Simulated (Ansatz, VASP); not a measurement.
# Mo in VASP and in Ansatz

File INCAR:

```
  PREC = Accurate
  ENCUT = 520
  EDIFF = 1E-6
  ISMEAR = 0
  SIGMA = 0.1
  LREAL = False
  LASPH = True
  NELM = 80
  ALGO = Normal
  ISIF = 2
  LWAVE = False
  LCHARG = False
  NBANDS = 13
```

File KPOINTS:

```
Automatic mesh
0
Gamma
  8 8 8
```

POSCAR

```
Mo
1.0
   -1.5838089700      1.5838089700      1.5838089700
    1.5838089700     -1.5838089700      1.5838089700
    1.5838089700      1.5838089700     -1.5838089700
Mo
1
Direct
    0.0000000000      0.0000000000      0.0000000000
```

Input for Ansatz:

```yaml
crystal:
  lattice:
    - [-1.58380897, 1.58380897, 1.58380897]
    - [1.58380897, -1.58380897, 1.58380897]
    - [1.58380897, 1.58380897, -1.58380897]
  atoms:
    - { symbol: Mo, position: [0.0, 0.0, 0.0] }
basis:
  ecutwfc: 420
kpoints:
  mp_grid: { grid: [8, 8, 8] }
hamiltonian:
  xc: lda
  pseudopotentials: { kind: paw, azcp: { folder: soft_1 } }
scf:
  occupations: { method: gaussian, width: 0.1 }
output:
  forces: true
  stress: true
  eigenvalues: true
```

Alike in both runs: task single point; functional LDA; k mesh 8 × 8 × 8; occupations gaussian, width 0.1 eV; no spin polarisation.

```csv
,VASP,Ansatz
version,VASP 6.6.1,Ansatz 0.2.0
potentials or method,"VASP PAW LDA potentials, release 64 (Mo_sv), cutoff 520 eV","scalar-relativistic, plane waves, PAW"
valence electrons in the cell,14,14
```

Ansatz gave:

| Item | Value |
| --- | --- |
| gap on the k mesh at the Fermi level (eV) | none |
| pressure (GPa) | -13.4 |

Question: Estimate VASP's values.

Answer: gap on the k mesh at the Fermi level (eV): none; pressure (GPa): -12.5.

Ansatz warns that its potentials were made for another functional, while VASP's fit it. LDA's correlation is that of Perdew and Zunger in VASP and of Perdew and Wang (1992) in Ansatz. A gap of «none» marks a metal or a gap that the smearing closes.
